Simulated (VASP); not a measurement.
**PtS2: single point with r2SCAN**

PtS2:

```xyz
3
Lattice="3.5432 0.0000 0.0000 -1.7716 3.0685 0.0000 0.0000 0.0000 5.0388" Properties=species:S:1:pos:R:3 pbc="T T T"
Pt    0.0000    0.0000    0.0000
S     0.0000    2.0457    1.1438
S     1.7716    1.0228    3.8950
```

```yaml
Program: VASP 6.6.1
Task: single point
Functional: r2SCAN
Potentials_or_basis: VASP PAW PBE potentials, release 64 (Pt, S)
Cutoff: 520 eV
k_mesh: 5 × 5 × 3
Occupations: fermi-dirac, width 0.1 eV
Spin: no spin polarisation
```

The pressure is 9.2 GPa and the largest force is 1.231 eV/Å. The band gap on the k mesh is 1.47 eV, indirect (least direct gap 1.59 eV).

Forces on the atoms (eV/Å):
```
Pt   0.000  0.000  0.000
S    0.000  0.000  1.231
S    0.000  0.000 -1.231
```

Stress tensor (GPa, compression positive):
```
9.28 0.00 0.00
0.00 9.28 0.00
0.00 0.00 9.07
```

Levels at points of the mesh, in eV from the valence-band top:
```tsv
k point	band 9	band 10	band 11	band 12	band 13	band 14
(0.00, 0.00, 0.00)	-1.09	-1.09	0.00	2.74	2.74	5.33
```

It took 26 s on 1 thread of Intel(R) Xeon(R) 6975P-C (Granite Rapids), on a shared host, peak memory 0.17 GiB.

Caveat: the PAW data sets were made with another functional, which shifts forces and pressure a little; spin-orbit coupling is left out, which moves the levels of the heavy elements. r2SCAN opens gaps a little over a GGA but as a rule still falls short of measured ones.
